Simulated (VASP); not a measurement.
Input of a VASP 6.6.1 run:

The input INCAR:

```
SYSTEM = TiRh3
ALGO = Normal
EDIFF = 1E-8
ENCUT = 520
GGA = CA
ISIF = 2
ISMEAR = -1
LASPH = .True.
LCHARG = .False.
LEFG = .True.
LREAL = .False.
LWAVE = .False.
NBANDS = 36
NELM = 60
PREC = Accurate
SIGMA = 0.03
```

Contents of KPOINTS:

```
k-points
0
Gamma
  10 10 10
  0 0 0
```

File POSCAR:

```
TiRh3
1.0
    3.8220000000      0.0000000000      0.0000000000
    0.0000000000      3.8220000000      0.0000000000
    0.0000000000      0.0000000000      3.8220000000
Ti Rh
1 3
Direct
    0.0000000000      0.0000000000      0.0000000000
    0.0000000000      0.5000000000      0.5000000000
    0.5000000000      0.0000000000      0.5000000000
    0.5000000000      0.5000000000      0.0000000000
```

Potentials or basis: VASP PAW LDA potentials, release 64 (Ti_sv, Rh_pv).

Run with:

```bash
$ cat potpaw_LDA.64/Ti_sv/POTCAR potpaw_LDA.64/Rh_pv/POTCAR > POTCAR
$ mpirun -np 1 vasp_std > vasp.out
```

(1) Predict the pressure.

Results:

(1) -9.6 GPa.

Caveat: without QUAD_EFG the Cq values of the log hold for a quadrupole moment of 1 mb, not for the nuclei.
